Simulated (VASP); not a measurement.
Set up this calculation in VASP 6.6.1, as the native input.

```yaml
Task: single point
Functional: r2SCAN
Potentials_or_basis: VASP PAW PBE potentials, release 64 (Si, C)
Cutoff: 520 eV
k_mesh: 12 × 12 × 4
Occupations: gaussian, width 0.05 eV
Spin: no spin polarisation
Dipole_correction: no
Further_INCAR_settings: ALGO = Normal; EDIFF = 1e-06; NBANDS = 26
```

The system is SiC.

```
Si C
1.0
     3.32376    0.00000    0.00000
    -1.66188    2.87846    0.00000
     0.00000    0.00000    9.27063
Si C
4 4
Cartesian
  1.6619 0.9595 8.6943
  0.0000 1.9190 4.0590
  0.0000 0.0000 6.3772
  0.0000 0.0000 1.7419
  1.6619 0.9595 6.9512
  0.0000 1.9190 2.3158
  0.0000 0.0000 4.6396
  0.0000 0.0000 0.0043
```

This cell differs from its parent crystal: strain +0.080 along x and y, -0.080 along z.

The input as run:

POSCAR

```
SiC
1.0
    3.3237640817      0.0000000000      0.0000000000
   -1.6618820408      2.8784641310      0.0000000000
    0.0000000000      0.0000000000      9.2706276106
Si C
4 4
Direct
    0.6666666667      0.3333333333      0.9378376197
    0.3333333333      0.6666666667      0.4378376197
    0.0000000000      0.0000000000      0.6878931817
    0.0000000000      0.0000000000      0.1878931817
    0.6666666667      0.3333333333      0.7498040034
    0.3333333333      0.6666666667      0.2498040034
    0.0000000000      0.0000000000      0.5004641952
    0.0000000000      0.0000000000      0.0004641952
```

INCAR.step1

```
PREC     = Accurate       # precision mode
ENCUT    = 520            # plane-wave cutoff, eV
ISMEAR   = 0              # smearing method
SIGMA    = 0.05           # smearing width, eV
LREAL    = False          # projectors in reciprocal space
LASPH    = True           # aspherical terms in the spheres
NELM     = 80             # most SCF steps
NBANDS   = 26             # bands
GGA      = PE             # functional
ALGO     = Normal         # electronic algorithm
EDIFF    = 1E-4           # SCF threshold, eV
LWAVE    = True           # write WAVECAR
LCHARG   = False          # write CHGCAR
```

INCAR.step2

```
PREC     = Accurate       # precision mode
ENCUT    = 520            # plane-wave cutoff, eV
EDIFF    = 1E-6           # SCF threshold, eV
ISMEAR   = 0              # smearing method
SIGMA    = 0.05           # smearing width, eV
LREAL    = False          # projectors in reciprocal space
LASPH    = True           # aspherical terms in the spheres
NELM     = 80             # most SCF steps
ALGO     = Normal         # electronic algorithm
ISIF     = 2              # what is computed and relaxed
LWAVE    = False          # write WAVECAR
LCHARG   = False          # write CHGCAR
METAGGA  = R2SCAN         # meta-GGA
LMIXTAU  = True         
NBANDS   = 26             # bands
ISTART   = 1
```

KPOINTS

```
Automatic mesh
0
Gamma
  12 12 4
```

Potentials or basis: VASP PAW PBE potentials, release 64 (Si, C).

Run with:

```sh
$ cat potpaw_PBE.64/Si/POTCAR potpaw_PBE.64/C/POTCAR > POTCAR
$ cp INCAR.step1 INCAR
$ mpirun -np 1 vasp_std > vasp.out
$ cp INCAR.step2 INCAR
$ mpirun -np 1 vasp_std > vasp.out
```

It gave:

```json
{
 "Pressure": "-6.8 GPa",
 "Largest force": "2.357 eV/Å",
 "Band gap on the k mesh": "1.67 eV, indirect (least direct gap 2.51 eV)"
}
```

Caveat: the cell differs from its parent crystal (strain +0.080 along x and y, -0.080 along z); the PAW data sets were made with another functional, which shifts forces and pressure a little.

Run time: 9.6 min on 1 thread of AMD EPYC 7R13 Processor (Zen 3), on a shared host, peak memory 0.25 GiB.
